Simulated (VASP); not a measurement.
Input of a VASP 6.6.1 run:

File INCAR:

```
PREC = Accurate
ENCUT = 520
EDIFF = 1E-6
ISMEAR = 0
SIGMA = 0.15
LREAL = F
LASPH = T
NELM = 100
ALGO = Fast
ISIF = 2
LWAVE = F
LCHARG = F
GGA = CA
NBANDS = 19
```

File KPOINTS:

```
Automatic mesh
0
Gamma
  18 18 10
```

The input POSCAR:

```
Ti
1.0
    2.9499978604      0.0000000000      0.0000000000
   -1.4749989302      2.5547730882      0.0000000000
    0.0000000000      0.0000000000      4.5454200000
Ti
2
Direct
    0.3333333333      0.6666666667      0.2500000000
    0.6666666667      0.3333333333      0.7500000000
```

Potentials or basis: VASP PAW LDA potentials, release 64 (Ti_sv).

Launch:

```bash
$ cat potpaw_LDA.64/Ti_sv/POTCAR > POTCAR
$ mpirun -np 1 vasp_std > vasp.out
```

Predict the band gap on the k mesh.

zero (band 12 reaches 9.02 eV, above the bottom of band 13 at 7.94 eV).

What does it give for the pressure?

-7.1 GPa.

Stress tensor (GPa, compression positive):
```
-7.91  0.00  0.00
 0.00 -7.91  0.00
 0.00  0.00 -5.44
```

Caveat: the cell differs from its parent crystal (strain -0.0300 x Voigt [0, 0, 1, 0, 0, 0]).
